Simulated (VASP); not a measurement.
# H6CO in VASP: a series of runs

Runs on H6CO. Level: r2SCAN. Tasks: single point.

Everything below comes from runs of VASP 6.6.1. Logs are shortened: lines on timing, memory, paths and dates and some standing lists are left out, and cuts for length are marked.

## 1. The cell of the first run

The cell holds a disordered packing, 32 atoms: a = 7.192 Å, b = 7.192 Å, c = 7.192 Å, α = 90.00°, β = 90.00°, γ = 90.00°.

## 2. Single point, r2SCAN

POSCAR reads:

```
H6CO
1.0
    7.1919660000      0.0000000000      0.0000000000
    0.0000000000      7.1919660000      0.0000000000
    0.0000000000      0.0000000000      7.1919660000
O H C
4 24 4
Direct
    0.7854875843      0.7967918647      0.8605296521
    0.8906187821      0.1754318638      0.7453733791
    0.1586631527      0.7774647433      0.9285639003
    0.3478464720      0.7849035994      0.2720813752
    0.6905066014      0.7909103019      0.9579021925
    0.7942195500      0.9276601141      0.8283548615
    0.8902711720      0.1508627822      0.6170774445
    0.7995171279      0.2701069499      0.7648951622
    0.0223026638      0.7617388625      0.9359332344
    0.1898507307      0.6677868054      0.8664390238
    0.2634745492      0.8013664136      0.1681598606
    0.2916448715      0.6878647647      0.3439115257
    0.3288530563      0.3772403818      0.1244583192
    0.1546864932      0.2523510261      0.0010289259
    0.2227763591      0.1846365792      0.2256267619
    0.3739172293      0.1460657628      0.0464407090
    0.7253927507      0.5533396571      0.2997233302
    0.8460968809      0.4513091413      0.1118192161
    0.9415923268      0.4445794099      0.3442035182
    0.9416062312      0.6474724714      0.2317029864
    0.6014210857      1.1273968759      0.3758638459
    0.7389912577      0.9127128799      0.4284085881
    0.8332770205      1.0981420101      0.2948706932
    0.6492939483      0.9589033096      0.2027401131
    0.4500716494      0.5227082553      0.7323866659
    0.3853188405      0.2923261873      0.6557316873
    0.4370015097      0.4690650651      0.4856113057
    0.2292975245      0.4837064024      0.6207482071
    0.2714139639      0.2463721325      0.0950922182
    0.8620730409      0.5201220362      0.2461635664
    0.7088604145      1.0252968382      0.3240699414
    0.3756969930      0.4376828255      0.6232092866
```

INCAR.step1 reads:

```
ALGO = Normal
EDIFF = 1E-5
ENCUT = 580
GGA = PE
GGA_COMPAT = False
ISMEAR = -1
LASPH = True
LCHARG = False
LREAL = Auto
LWAVE = True
NBANDS = 54
NELM = 120
PREC = Accurate
SIGMA = 0.02
```

INCAR.step2 reads:

```
ALGO = Normal
EDIFF = 1E-6
ENCUT = 580
GGA_COMPAT = False
ISIF = 2
ISMEAR = -1
ISTART = 1
LASPH = True
LCHARG = True
LELF = True
LMIXTAU = True
LREAL = Auto
LVHAR = True
LWAVE = False
METAGGA = R2SCAN
NBANDS = 54
NELM = 120
PREC = Accurate
SIGMA = 0.02
```

KPOINTS reads:

```
k-points
0
Gamma
  1 1 1
```

Potentials or basis: VASP PAW PBE potentials, release 64 (O, H, C).

Command:

```sh
$ cat potpaw_PBE.64/O/POTCAR potpaw_PBE.64/H/POTCAR potpaw_PBE.64/C/POTCAR > POTCAR
$ cp INCAR.step1 INCAR
$ mpirun -np 1 vasp_gam > vasp.out
$ cp INCAR.step2 INCAR
$ mpirun -np 1 vasp_gam > vasp.out
```

OUTCAR:

```text
EDIFF = 1E-6
   ENCUT = 580
   ISIF = 2
   ISMEAR = -1
   ISTART = 1
   LASPH = True
   LREAL = Auto
   METAGGA = R2SCAN
   NELM = 120
   PREC = Accurate

 ion  position               nearest neighbor table
   1  0.785  0.797  0.861-   6 0.97   5 0.98
   2  0.891  0.175  0.745-   7 0.94   8 0.96
   3  0.159  0.777  0.929-  10 0.93   9 0.99
   4  0.348  0.785  0.272-  12 0.96  11 0.97
   5  0.691  0.791  0.958-   1 0.98
   6  0.794  0.928  0.828-   1 0.97
   7  0.890  0.151  0.617-   2 0.94
   8  0.800  0.270  0.765-   2 0.96
   9  0.022  0.762  0.936-   3 0.99
  10  0.190  0.668  0.866-   3 0.93
[... 16 lines left out ...]
  27  0.437  0.469  0.486-  32 1.11
  28  0.229  0.484  0.621-  32 1.10
  29  0.271  0.246  0.095-  13 1.05  14 1.08  16 1.09  15 1.10
  30  0.862  0.520  0.246-  19 1.06  17 1.08  20 1.08  18 1.09
  31  0.709  0.025  0.324-  23 1.06  24 1.08  22 1.13  21 1.13
  32  0.376  0.438  0.623-  26 1.07  28 1.10  27 1.11  25 1.13

  LATTYP: Found a simple cubic cell.
 ALAT       =     7.1919660000

  Lattice vectors:

 A1 = (   7.1919660000,   0.0000000000,   0.0000000000)
 A2 = (   0.0000000000,   7.1919660000,   0.0000000000)
 A3 = (   0.0000000000,   0.0000000000,   7.1919660000)

Analysis of symmetry for initial positions (statically):
=====================================================================
 Subroutine PRICEL returns:
 Original cell was already a primitive cell.

 Routine SETGRP: Setting up the symmetry group for a
 simple cubic supercell.

 Subroutine GETGRP returns: Found  1 space group operations
 (whereof  1 operations were pure point group operations)
 out of a pool of 48 trial point group operations.

The static configuration has the point symmetry C_1 .

Analysis of symmetry for dynamics (positions and initial velocities):
=====================================================================
 Subroutine PRICEL returns:
 Original cell was already a primitive cell.

 Routine SETGRP: Setting up the symmetry group for a
 simple cubic supercell.

 Subroutine GETGRP returns: Found  1 space group operations
 (whereof  1 operations were pure point group operations)
 out of a pool of 48 trial point group operations.

The dynamic configuration has the point symmetry C_1 .

 Subroutine INISYM returns: Found  1 space group operations
 (whereof  1 operations are pure point group operations),
 and found     1 'primitive' translations

----------------------------------------------------------------------------------------

                                     Primitive cell

  volume of cell :     371.9999

  direct lattice vectors                    reciprocal lattice vectors
     7.191966000  0.000000000  0.000000000     0.139044039  0.000000000  0.000000000
     0.000000000  7.191966000  0.000000000     0.000000000  0.139044039  0.000000000
     0.000000000  0.000000000  7.191966000     0.000000000  0.000000000  0.139044039

  length of vectors
     7.191966000  7.191966000  7.191966000     0.139044039  0.139044039  0.139044039

  position of ions in fractional coordinates (direct lattice)
     0.785487584  0.796791865  0.860529652
     0.890618782  0.175431864  0.745373379
     0.158663153  0.777464743  0.928563900
     0.347846472  0.784903599  0.272081375
     0.690506601  0.790910302  0.957902193
     0.794219550  0.927660114  0.828354862
[... 24 lines left out ...]
     0.708860415  0.025296838  0.324069941
     0.375696993  0.437682825  0.623209287

  ion indices of the primitive-cell ions
   primitive index   ion index
                 1           1
                 2           2
                 3           3
                 4           4
                 5           5
                 6           6
[... 24 lines left out ...]
                31          31
                32          32

----------------------------------------------------------------------------------------

 KPOINTS: k-points

Automatic generation of k-mesh.
 Grid dimensions read from file:
 generate k-points for:    1    1    1

 Generating k-lattice:

[... 41 lines left out ...]
   POTIM  = 0.5000    time-step for ionic-motion
   TEBEG  =    0.0;   TEEND  =   0.0 temperature during run
   PSTRESS=    0.0 pullay stress
   NELECT =      64.0000    total number of electrons
   NUPDOWN=      -1.0000    fix difference up-down
   EMIN   =  10.00;   EMAX   =-10.00  energy-range for DOS
   EFERMI =   0.00;   METHOD = LEGACY
   ISMEAR =    -1;   SIGMA  =   0.02  broadening in eV -4-tet -1-fermi 0-gaus
   EFERMI_NEDOS =   21; number of points for ismear=-14 and -15
   IALGO  =     38    algorithm
   IMIX   =      4    mixing-type and parameters
     AMIX     =   0.40;   BMIX     =  1.00
     AMIX_MAG =   1.60;   BMIX_MAG =  1.00
  volume/ion in A,a.u.               =      11.62        78.45
  Fermi-wavevector in a.u.,A,eV,Ry     =   0.910515  1.720624 11.279746  0.829038
  Thomas-Fermi vector in A             =   2.034686
   LORBIT       =      0    0 simple, 1 ext, 2 COOP (PROOUT), +10 PAW based schemes
   METAGGA = R2SCAN    functional components
   LHFCALC =     F    Hartree Fock is set to
   AEXX    =    0.0000 exact exchange contribution
   IVDW    =     0    specifies the selected vdW correction
   LEPSILON=     F    determine dielectric tensor
   LRPA    =     F    only Hartree local field effects (RPA)
 non-spin polarized calculation
  energy-cutoff  :      580.00
  volume of cell :      372.00
 maximum number of plane-waves:      5877
   NGX = 29   NGY = 29   NGZ = 29

 number of electron      64.0000006 magnetization

 Free energy of the ion-electron system (eV)
  ---------------------------------------------------
  ext. energy  EPLUGINS =         0.00000000
  ---------------------------------------------------
  free energy    TOTEN  =      -162.13102206 eV

  energy without entropy =     -162.13102206  energy(sigma->0) =     -162.13102206

 E-fermi :  -4.0757     XC(G=0):  -6.1006

 val. band max:       -4.6562833812   @ k =   0.0000   0.0000   0.0000
 cond. band min:       0.6846032762   @ k =   0.0000   0.0000   0.0000
 fundamental gap:      5.3408866574
 Fermi energy:        -4.0757122940

 k-point     1 :       0.0000    0.0000    0.0000
  band No.  band energies     occupation
      1     -25.1641      2.00000
      2     -24.5070      2.00000
      3     -24.1166      2.00000
      4     -23.6635      2.00000
      5     -16.0124      2.00000
      6     -15.9130      2.00000
[... 36 lines left out ...]
     43       5.0119      0.00000
     44       5.3950      0.00000
 [bands above 44 left out]

------------------------ aborting loop because EDIFF is reached ----------------------------------------

  FORCE on cell =-STRESS in cart. coord.  units (eV):
  Direction    XX          YY          ZZ          XY          YZ          ZX
  --------------------------------------------------------------------------------------
  -------------------------------------------------------------------------------------
  Total        0.1217325      2.0478543      0.4774669      0.3019610      0.0272331     -0.4330556
  in kB        0.5242931      8.8199629      2.0564161      1.3005247      0.1172909     -1.8651396
  external PRESSURE =       3.8002240 kB  Pullay stress =       0.0000000 kB

 VOLUME and BASIS-vectors are now :
 -----------------------------------------------------------------------------
  energy-cutoff  :      580.00
  volume of cell :      372.00
      direct lattice vectors                 reciprocal lattice vectors
     7.191966000  0.000000000  0.000000000     0.139044039  0.000000000  0.000000000
     0.000000000  7.191966000  0.000000000     0.000000000  0.139044039  0.000000000
     0.000000000  0.000000000  7.191966000     0.000000000  0.000000000  0.139044039

 POSITION                                       TOTAL-FORCE (eV/Angst)
 -----------------------------------------------------------------------------------
      5.64920      5.73050      6.18890        -0.643677     -0.174647      0.648551
      6.40530      1.26170      5.36070         0.191792     -0.231358      1.437324
      1.14110      5.59150      6.67820        -1.162685      0.963857      0.940735
      2.50170      5.64500      1.95680         0.153024      0.138154      0.121406
      4.96610      5.68820      6.88920         0.456421     -0.023346     -0.504887
      5.71200      6.67170      5.95750         0.177209      0.208236     -0.059736
[... 24 lines left out ...]
      5.09810      0.18193      2.33070        -1.404170     -0.418920      1.439237
      2.70200      3.14780      4.48210         0.295407      1.644472      0.210716
 -----------------------------------------------------------------------------------
    total drift:                                0.001937      0.003483      0.003502

  FREE ENERGIE OF THE ION-ELECTRON SYSTEM (eV)
  ---------------------------------------------------
  free  energy   TOTEN  =      -162.1310220614 eV

  energy  without entropy=     -162.1310220614  energy(sigma->0) =     -162.13102206
```

It took 2.5 min on 1 thread of AMD EPYC 7R43 (Zen 3), shared host; peak memory 0.41 GiB.

What came out:

| Quantity | Value |
| --- | --- |
| Free energy | -162.1310 eV |
| Pressure | 0.4 GPa |
| Largest force | 2.054 eV/Å |
| Band gap on the k mesh | 5.34 eV |

Forces on the atoms (eV/Å):
```
O   -0.644 -0.175  0.649
O    0.192 -0.231  1.437
O   -1.163  0.964  0.941
O    0.153  0.138  0.121
H    0.456 -0.023 -0.505
H    0.177  0.208 -0.060
H   -0.016 -0.226 -1.473
H   -0.345  0.385 -0.014
H    0.252  0.614 -0.108
H    0.930 -1.478 -0.838
H   -0.032 -0.058 -0.482
H   -0.069 -0.191  0.237
H    0.646  1.343  0.074
H   -0.120  0.105 -0.320
H   -0.098  0.167  0.001
H    0.102  0.252 -0.298
H   -0.189  0.052  0.203
H    0.283 -0.086  0.199
H    0.325 -1.123  0.616
H   -0.150  0.337 -0.381
H    0.788 -0.909 -0.161
H   -0.442  0.858 -0.559
H    1.012  0.536 -0.497
H    0.092  0.029 -0.119
H   -0.434 -0.647 -0.842
H   -0.067 -0.495  0.060
H   -0.080 -0.215  0.540
H    0.304 -0.312  0.034
C   -0.508 -1.860  0.513
C   -0.246  0.816 -0.619
C   -1.404 -0.419  1.439
C    0.295  1.644  0.211
```

Caveat: the k points lie up to 0.87 Å⁻¹ apart; the PAW data sets were made with another functional, which shifts forces and pressure a little.

(Part 1 of 2 ends here.)
